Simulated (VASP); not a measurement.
The system is Si.

```
Si
1.0
     2.60449    0.00517   -0.01146
    -1.29777    2.25828   -0.00872
    -0.01078   -0.01570    2.49115
Si
1
Direct
  0.98790 0.98721 0.98432
```

This cell differs from its parent crystal: the cell strained at random.

Base run:

- Program: VASP 6.6.1
- Functional: PBE
- Potentials or basis: VASP PAW PBE potentials, release 64 (Si)
- Cutoff: 520 eV
- k mesh: 12 × 12 × 11
- Occupations: fermi-dirac, width 0.05 eV
- Spin: no spin polarisation

Its results: band gap on the k mesh zero (band 2 reaches 17.04 eV, above the bottom of band 3 at 5.15 eV); pressure 2.9 GPa.

Task: The run is repeated on the same cell with these changes: functional from PBE to PBEsol. What comes out?

Result: Band gap on the k mesh zero (band 2 reaches 17.01 eV, above the bottom of band 3 at 5.08 eV); pressure 0.6 GPa.

PBEsol binds more tightly than PBE, so the same cell stands under less pressure.

Caveats: the PAW data sets were made with another functional, which shifts forces and pressure a little (some runs).
